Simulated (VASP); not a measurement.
Here is a VASP 6.6.1 calculation.

The input INCAR:

```
  PREC = Accurate
  ENCUT = 520
  EDIFF = 1E-8
  ISMEAR = -1
  SIGMA = 0.08
  LREAL = False
  LASPH = True
  NELM = 80
  ALGO = Normal
  ISIF = 2
  LWAVE = False
  LCHARG = False
  GGA = PS
  LEFG = True
  NBANDS = 12
```

Contents of KPOINTS:

```
regular mesh
0
Gamma
  19 19 19
```

POSCAR

```
Cu
1.0
    0.0000000000      1.8014548043      1.8014548043
    1.8014548043      0.0000000000      1.8014548043
    1.8014548043      1.8014548043      0.0000000000
Cu
1
Direct
    0.0000000000      0.0000000000      0.0000000000
```

Potentials or basis: VASP PAW PBE potentials, release 64 (Cu).

Command:

```sh
$ cat potpaw_PBE.64/Cu/POTCAR > POTCAR
$ mpirun -np 1 vasp_std > vasp.out
```

Question: What does it give for the pressure?

Answer: -4.5 GPa.

Caveat: without QUAD_EFG the Cq values of the log hold for a quadrupole moment of 1 mb, not for the nuclei; the PAW data sets were made with another functional, which shifts forces and pressure a little.
